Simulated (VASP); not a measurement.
AlNi, 2 atoms in the cell. Symmetry: Pm-3m, No. 221, cubic system. Conventional cell: a = 2.919 Å, b = 2.919 Å, c = 2.919 Å, α = 90.00°, β = 90.00°, γ = 90.00°. Within 3.3 Å of Al (site symmetry m-3m) lie 8 Ni at 2.53 Å and 6 Al at 2.92 Å. Within 3.3 Å of Ni (site symmetry m-3m) lie 8 Al at 2.53 Å and 6 Ni at 2.92 Å.  This cell differs from its parent crystal: volume scaled by 1.04.

* Program: VASP 6.6.1
* Task: single point
* Functional: PBE
* Potentials or basis: VASP PAW PBE potentials, release 64 (Al, Ni)
* Cutoff: 520 eV
* k mesh: 13 × 13 × 13
* Occupations: fermi-dirac, width 0.05 eV
* Spin: collinear spin, ferromagnetic start
* Starting moments: [0.0, 1.5] μB
* Dipole correction: no
* Further INCAR settings: ALGO = Normal; EDIFF = 1e-07; NBANDS = 18

Potentials or basis: VASP PAW PBE potentials, release 64 (Al, Ni).

Launch:

```console
$ cat potpaw_PBE.64/Al/POTCAR potpaw_PBE.64/Ni/POTCAR > POTCAR
$ mpirun -np 1 vasp_std > vasp.out
```

Hardware: 1 thread of Intel(R) Xeon(R) Platinum 8375C CPU @ 2.90GHz (Ice Lake), on a shared host.

Estimate the wall time of this run.

Run time: 92 s on 1 thread of Intel(R) Xeon(R) Platinum 8375C CPU @ 2.90GHz (Ice Lake) (shared host), peak memory 0.19 GiB. Counts: scf iterations 15, k points 84.
